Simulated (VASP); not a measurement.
# Al (Fm-3m) in VASP: single point with PBE+D3(BJ)

Aim: the single point of Al with PBE+D3(BJ).

Everything below comes from runs of VASP 6.6.1. Logs are shortened: lines on timing, memory, paths and dates and some standing lists are left out, and cuts for length are marked.

**1. The cell of the first run**

The structure is cubic, space group Fm-3m (No. 225). Conventional cell: a = 4.048 Å, b = 4.048 Å, c = 4.048 Å, α = 90.00°, β = 90.00°, γ = 90.00°. Al (site symmetry m-3m) has 12 Al at 2.86 Å within 3.8 Å.

**2. Single point, PBE+D3(BJ)**

Contents of INCAR:

```
SYSTEM = Al
ALGO = Fast ; EDIFF = 1E-7
ENCUT = 520 ; GGA = PE
ISIF = 2 ; ISMEAR = 0
IVDW = 12 ; LASPH = .TRUE.
LCHARG = .FALSE. ; LREAL = .FALSE.
LWAVE = .FALSE. ; NBANDS = 22
NELM = 80 ; PREC = Accurate
SIGMA = 0.15
```

Contents of KPOINTS:

```
k-points
0
G
  10 10 10
  0 0 0
```

Contents of POSCAR:

```
Al
1.0
   -4.0479600000      4.0479600000      0.0000000000
   -4.0479600000      0.0000000000      4.0479600000
    0.0000000000      4.0479600000      4.0479600000
Al
8
Direct
    0.0000000000      0.0000000000      0.0000000000
    0.5000000000      0.0000000000      0.0000000000
    0.0000000000      0.5000000000      0.0000000000
    0.0000000000      0.0000000000      0.5000000000
    0.5000000000      0.5000000000      0.0000000000
    0.5000000000      0.0000000000      0.5000000000
    0.0000000000      0.5000000000      0.5000000000
    0.5000000000      0.5000000000      0.5000000000
```

Potentials or basis: VASP PAW PBE potentials, release 64 (Al).

Run with:

```sh
cat potpaw_PBE.64/Al/POTCAR > POTCAR
mpirun -np 1 vasp_std > vasp.out
```

OUTCAR:

```text
SYSTEM = Al
   EDIFF = 1E-7
   ENCUT = 520
   GGA = PE
   ISIF = 2
   ISMEAR = 0
   IVDW = 12
   LASPH = .TRUE.
   LREAL = .FALSE.
   NELM = 80
   PREC = Accurate
 IVDW          = 12

 ion  position               nearest neighbor table
   1  0.000  0.000  0.000-   2 2.86   3 2.86   4 2.86   4 2.86   6 2.86   7 2.86   3 2.86   5 2.86
                             7 2.86   2 2.86   5 2.86   6 2.86
   2  0.500  0.000  0.000-   1 2.86   5 2.86   6 2.86   4 2.86   6 2.86   8 2.86   3 2.86   5 2.86
                             8 2.86   1 2.86   3 2.86   4 2.86
   3  0.000  0.500  0.000-   1 2.86   5 2.86   7 2.86   4 2.86   7 2.86   8 2.86   1 2.86   2 2.86
                             4 2.86   2 2.86   5 2.86   8 2.86
   4  0.000  0.000  0.500-   1 2.86   6 2.86   7 2.86   1 2.86   2 2.86   3 2.86   3 2.86   7 2.86
                             8 2.86   2 2.86   6 2.86   8 2.86
   5  0.500  0.500  0.000-   2 2.86   3 2.86   8 2.86   6 2.86   7 2.86   8 2.86   1 2.86   2 2.86
                             6 2.86   1 2.86   3 2.86   7 2.86
   6  0.500  0.000  0.500-   2 2.86   4 2.86   8 2.86   1 2.86   2 2.86   5 2.86   5 2.86   7 2.86
                             8 2.86   1 2.86   4 2.86   7 2.86
   7  0.000  0.500  0.500-   3 2.86   4 2.86   8 2.86   1 2.86   3 2.86   5 2.86   1 2.86   4 2.86
                             6 2.86   5 2.86   6 2.86   8 2.86
   8  0.500  0.500  0.500-   5 2.86   6 2.86   7 2.86   2 2.86   3 2.86   5 2.86   2 2.86   4 2.86
                             6 2.86   3 2.86   4 2.86   7 2.86

  LATTYP: Found a face centered cubic cell.
 ALAT       =     8.0959200000

  Lattice vectors:

 A1 = (  -4.0479600000,   4.0479600000,   0.0000000000)
 A2 = (  -4.0479600000,   0.0000000000,   4.0479600000)
 A3 = (   0.0000000000,   4.0479600000,   4.0479600000)

Analysis of symmetry for initial positions (statically):
=====================================================================
 Subroutine PRICEL returns following result:

  LATTYP: Found a face centered cubic cell.
 ALAT       =     4.0479600000

  Lattice vectors:

 A1 = (  -2.0239800000,   2.0239800000,   0.0000000000)
 A2 = (  -2.0239800000,   0.0000000000,   2.0239800000)
 A3 = (   0.0000000000,   2.0239800000,   2.0239800000)

   8 primitive cells build up your supercell.

 Routine SETGRP: Setting up the symmetry group for a
 face centered cubic supercell.

 Subroutine GETGRP returns: Found 48 space group operations
 (whereof 48 operations were pure point group operations)
 out of a pool of 48 trial point group operations.

The static configuration has the point symmetry O_h .

Analysis of symmetry for dynamics (positions and initial velocities):
=====================================================================
 Subroutine PRICEL returns following result:

  LATTYP: Found a face centered cubic cell.
 ALAT       =     4.0479600000

  Lattice vectors:

 A1 = (  -2.0239800000,   2.0239800000,   0.0000000000)
 A2 = (  -2.0239800000,   0.0000000000,   2.0239800000)
 A3 = (   0.0000000000,   2.0239800000,   2.0239800000)

   8 primitive cells build up your supercell.

 Routine SETGRP: Setting up the symmetry group for a
 face centered cubic supercell.

 Subroutine GETGRP returns: Found 48 space group operations
 (whereof 48 operations were pure point group operations)
 out of a pool of 48 trial point group operations.

The dynamic configuration has the point symmetry O_h .

 Subroutine INISYM returns: Found 48 space group operations
 (whereof 48 operations are pure point group operations),
 and found     8 'primitive' translations

----------------------------------------------------------------------------------------

                                     Primitive cell

  volume of cell :      16.5824

  direct lattice vectors                    reciprocal lattice vectors
    -2.023980000  2.023980000  0.000000000    -0.247038014  0.247038014 -0.247038014
    -2.023980000  0.000000000  2.023980000    -0.247038014 -0.247038014  0.247038014
     0.000000000  2.023980000  2.023980000     0.247038014  0.247038014  0.247038014

  length of vectors
     2.862339966  2.862339966  2.862339966     0.427882392  0.427882392  0.427882392

  position of ions in fractional coordinates (direct lattice)
     0.000000000  0.000000000  0.000000000

  ion indices of the primitive-cell ions
   primitive index   ion index
                 1           1

----------------------------------------------------------------------------------------

 KPOINTS: k-points

Automatic generation of k-mesh.
 Grid dimensions read from file:
 generate k-points for:   10   10   10

 Generating k-lattice:

  Cartesian coordinates                     Fractional coordinates (reciprocal lattice)
    -0.012351901  0.012351901 -0.012351901     0.100000000  0.000000000  0.000000000
    -0.012351901 -0.012351901  0.012351901     0.000000000  0.100000000  0.000000000
     0.012351901  0.012351901  0.012351901     0.000000000  0.000000000  0.100000000

  Length of vectors
     0.021394120  0.021394120  0.021394120

  Shift w.r.t. Gamma in fractional coordinates (k-lattice)
     0.000000000  0.000000000  0.000000000

 Subroutine IBZKPT returns following result:
 ===========================================

 Found     47 irreducible k-points:

 Following reciprocal coordinates:
            Coordinates               Weight
  0.000000  0.000000  0.000000      1.000000
  0.100000  0.000000  0.000000      8.000000
  0.200000  0.000000  0.000000      8.000000
  0.300000  0.000000  0.000000      8.000000
  0.400000  0.000000  0.000000      8.000000
  0.500000  0.000000  0.000000      4.000000
[... 16 lines left out ...]
  0.300000  0.300000  0.000000      6.000000
  0.400000  0.300000  0.000000     24.000000
 [... further k-points ...]
   k-points           NKPTS =     47   k-points in BZ     NKDIM =     47   number of bands    NBANDS=     22
   number of dos      NEDOS =    301   number of ions     NIONS =      8
   total plane-waves  NPLWV = 110592
   dimension x,y,z NGX =    48 NGY =   48 NGZ =   48
   dimension x,y,z NGXF=    96 NGYF=   96 NGZF=   96
   ions per type =               8
   NGX,Y,Z   is equivalent  to a cutoff of  13.94, 13.94, 13.94 a.u.
   NGXF,Y,Z  is equivalent  to a cutoff of  27.88, 27.88, 27.88 a.u.
 SYSTEM =  Al
   PREC   = accura    normal or accurate (medium, high low for compatibility)
   ISTART =      0    job   : 0-new  1-cont  2-samecut
   ICHARG =      2    charge: 1-file 2-atom 10-const
   ISPIN  =      1    spin polarized calculation?
   LNONCOLLINEAR =      F non collinear calculations
   LSORBIT =      F    spin-orbit coupling
   LASPH  =      T    aspherical Exc in radial PAW
   ENCUT  =  520.0 eV  38.22 Ry    6.18 a.u.  10.64 10.64 10.64*2*pi/ulx,y,z
   NELM   =     80;   NELMIN=  2; NELMDL= -5     # of ELM steps
   EDIFF  = 0.1E-06   stopping-criterion for ELM
   LREAL  =      F    real-space projection
   EDIFFG = 0.1E-05   stopping-criterion for IOM
   NSW    =      0    number of steps for IOM
   IBRION =     -1    ionic relax: 0-MD 1-quasi-New 2-CG
   NFREE  =      0    steps in history (QN), initial steepest desc. (CG)
   ISIF   =      2    stress and relaxation
   ISYM   =      2    0-nonsym 1-usesym 2-fastsym
   POTIM  = 0.5000    time-step for ionic-motion
   TEBEG  =    0.0;   TEEND  =   0.0 temperature during run
   PSTRESS=    0.0 pullay stress
   NELECT =      24.0000    total number of electrons
   NUPDOWN=      -1.0000    fix difference up-down
   EMIN   =  10.00;   EMAX   =-10.00  energy-range for DOS
   EFERMI =   0.00;   METHOD = LEGACY
   ISMEAR =     0;   SIGMA  =   0.15  broadening in eV -4-tet -1-fermi 0-gaus
   EFERMI_NEDOS =   21; number of points for ismear=-14 and -15
   IALGO  =     68    algorithm
   IMIX   =      4    mixing-type and parameters
     AMIX     =   0.40;   BMIX     =  1.00
     AMIX_MAG =   1.60;   BMIX_MAG =  1.00
  volume/ion in A,a.u.               =      16.58       111.90
  Fermi-wavevector in a.u.,A,eV,Ry     =   0.925903  1.749704 11.664236  0.857297
  Thomas-Fermi vector in A             =   2.051808
   LORBIT       =      0    0 simple, 1 ext, 2 COOP (PROOUT), +10 PAW based schemes
   GGA     = PE    functional components
   LHFCALC =     F    Hartree Fock is set to
   AEXX    =    0.0000 exact exchange contribution
   IVDW    =    12    specifies the selected vdW correction
   LEPSILON=     F    determine dielectric tensor
   LRPA    =     F    only Hartree local field effects (RPA)
 non-spin polarized calculation
 RMM-DIIS sequential band-by-band and
 Gauss-broadening in eV      SIGMA  =   0.15
  energy-cutoff  :      520.00
  volume of cell :      132.66
 maximum number of plane-waves:      3593
 NGX is ok and might be reduce to    48
   NGX = 21   NGY = 21   NGZ = 21

 number of electron      24.0000000 magnetization

 Free energy of the ion-electron system (eV)
  ---------------------------------------------------
  ext. energy  EPLUGINS =         0.00000000
  ---------------------------------------------------
  free energy    TOTEN  =       -29.98055611 eV

  energy without entropy =      -29.94053907  energy(sigma->0) =      -29.96054759

 E-fermi :   7.9914     XC(G=0): -10.1789

 val. band max:        7.9743152280   @ k =  -0.3000   0.3000   0.0000
 cond. band min:       8.0218559202   @ k =   0.3000   0.1000   0.0000
 fundamental gap:      0.0475406922
 Fermi energy:         7.9914248035

 k-point     1 :       0.0000    0.0000    0.0000
  band No.  band energies     occupation
      1      -3.1521      2.00000
      2       3.3750      2.00000
      3       3.3750      2.00000
      4       3.3750      2.00000
      5       3.3750      2.00000
      6       3.5747      2.00000
[... 14 lines left out ...]
     21      13.5191      0.00000
     22      13.5191      0.00000

 k-point     2 :       0.1000    0.0000    0.0000
  band No.  band energies     occupation
      1      -3.0844      2.00000
      2       2.2339      2.00000
      3       3.0948      2.00000
      4       3.0948      2.00000
      5       3.0948      2.00000
      6       3.9827      2.00000
[... 542 lines left out ...]
 k-point    24 :       0.4000    0.3000    0.0000
  band No.  band energies     occupation
      1      -2.0047      2.00000
      2       0.6573      2.00000
      3       0.6591      2.00000
      4       1.5358      2.00000
      5       1.5358      2.00000
      6       2.4069      2.00000
[... 14 lines left out ...]
     21      12.7677      0.00000
     22      12.7677      0.00000

 [... further k-points ...]

------------------------ aborting loop because EDIFF is reached ----------------------------------------

 Edisp (eV)   -2.67670

 E8    (eV) :    -1.1968

  FORCE on cell =-STRESS in cart. coord.  units (eV):
  Direction    XX          YY          ZZ          XY          YZ          ZX
  --------------------------------------------------------------------------------------
  -------------------------------------------------------------------------------------
  Total      -3.15792    -3.15792    -3.15792    -0.00000     0.00000    -0.00000
  in kB     -38.13931   -38.13931   -38.13931    -0.00000     0.00000    -0.00000
  external pressure =      -38.14 kB  Pullay stress =        0.00 kB

 VOLUME and BASIS-vectors are now :
 -----------------------------------------------------------------------------
  energy-cutoff  :      520.00
  volume of cell :      132.66
      direct lattice vectors                 reciprocal lattice vectors
    -4.047960000  4.047960000  0.000000000    -0.123519007  0.123519007 -0.123519007
    -4.047960000  0.000000000  4.047960000    -0.123519007 -0.123519007  0.123519007
     0.000000000  4.047960000  4.047960000     0.123519007  0.123519007  0.123519007

 POSITION                                       TOTAL-FORCE (eV/Angst)
 -----------------------------------------------------------------------------------
      0.00000      0.00000      0.00000        -0.000000     -0.000000      0.000000
     -2.02398      2.02398      0.00000         0.000000     -0.000000     -0.000000
     -2.02398      0.00000      2.02398        -0.000000     -0.000000     -0.000000
      0.00000      2.02398      2.02398         0.000000     -0.000000     -0.000000
     -4.04796      2.02398      2.02398        -0.000000      0.000000     -0.000000
     -2.02398      4.04796      2.02398         0.000000      0.000000      0.000000
     -2.02398      2.02398      4.04796        -0.000000      0.000000     -0.000000
     -4.04796      4.04796      4.04796        -0.000000      0.000000      0.000000
 -----------------------------------------------------------------------------------
    total drift:                                0.000000     -0.000000     -0.000000

  FREE ENERGIE OF THE ION-ELECTRON SYSTEM (eV)
  ---------------------------------------------------
  free  energy   TOTEN  =       -32.6572571247 eV

  energy  without entropy=      -32.6172400833  energy(sigma->0) =      -32.63724860
```

Run time: 74 s. Hardware: 1 thread of Intel Xeon 6975P-C (Granite Rapids), shared host; peak memory 0.36 GiB.

Results:

- Free energy: -32.6573 eV
- Pressure: -3.8 GPa
- Band gap on the k mesh: zero (bands 12 and 13 overlap by 2.82 eV)
- Dispersion energy per atom: -0.335 eV

Caveat: the cell stands under tension.
